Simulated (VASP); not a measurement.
Crystal: Hf2H5.

```xyz
7
Lattice="3.4568 0.0000 0.0000 0.0000 3.4568 0.0000 0.0000 0.0000 4.4870" Properties=species:S:1:pos:R:3 pbc="T T T"
Hf    0.0000    0.0000    0.0000
Hf    1.7284    1.7284    2.2435
H     0.0000    1.7284    3.3152
H     1.7284    0.0000    3.3152
H     0.0000    1.7284    1.1719
H     1.7284    0.0000    1.1719
H     1.7284    1.7284    0.0000
```

- Program: VASP 6.6.1
- Task: relaxation of cell and atoms
- Functional: PBE
- Potentials or basis: VASP PAW PBE potentials, release 64 (Hf_pv, H)
- Cutoff: 600 eV
- k mesh: 10 × 10 × 8
- Occupations: gaussian, width 0.1 eV
- Spin: no spin polarisation

At the start: pressure -0.3 GPa; volume 7.66 Å³/atom.

**Question.** Where does the relaxation end?

**Answer.** Over 16 steps the energy falls by 2.3 meV/atom and the volume is 7.63 Å³/atom (-0.4 %); space group P4/mmm (No. 123, to 0.1 Å) before and after.

Step by step:
| step | energy change (eV) | largest force (eV/Å) | pressure (GPa) | volume (Å³) |
| --- | --- | --- | --- | --- |
| 1 | 0.0000 | 0.0213 | -0.35 | 53.62 |
| 2 | -0.0009 | 0.0144 | -0.01 | 53.49 |
| 3 | -0.0017 | 0.0027 | 0.62 | 53.26 |
| 4 | -0.0023 | 0.0019 | 0.54 | 53.29 |
| 5 | -0.0040 | 0.0153 | 0.32 | 53.36 |
| 6 | -0.0067 | 0.0423 | -0.12 | 53.51 |
| 7 | -0.0083 | 0.0954 | -0.95 | 53.78 |
| 8 | -0.0089 | 0.0968 | -0.92 | 53.76 |
| 9 | -0.0103 | 0.1011 | -0.76 | 53.69 |
| 10 | -0.0119 | 0.1081 | -0.37 | 53.55 |
| 11 | -0.0121 | 0.1104 | -0.21 | 53.49 |
| 12 | -0.0133 | 0.0937 | -0.07 | 53.46 |
| 13 | -0.0155 | 0.0433 | 0.33 | 53.34 |
| 14 | -0.0140 | 0.0589 | 1.12 | 53.11 |
| 15 | -0.0159 | 0.0129 | 0.41 | 53.27 |
| 16 | -0.0162 | 0.0055 | 0.09 | 53.41 |

Final structure:
```
Hf H
1.0
     3.33940    0.00000    0.00000
     0.00000    3.33940    0.00000
     0.00000    0.00000    4.78977
Hf H
2 5
Cartesian
  0.0000 0.0000 0.0000
  1.6697 1.6697 2.3949
  0.0000 1.6697 3.5387
  1.6697 3.3394 3.5387
  0.0000 1.6697 1.2511
  1.6697 0.0000 1.2511
  1.6697 1.6697 0.0000
```
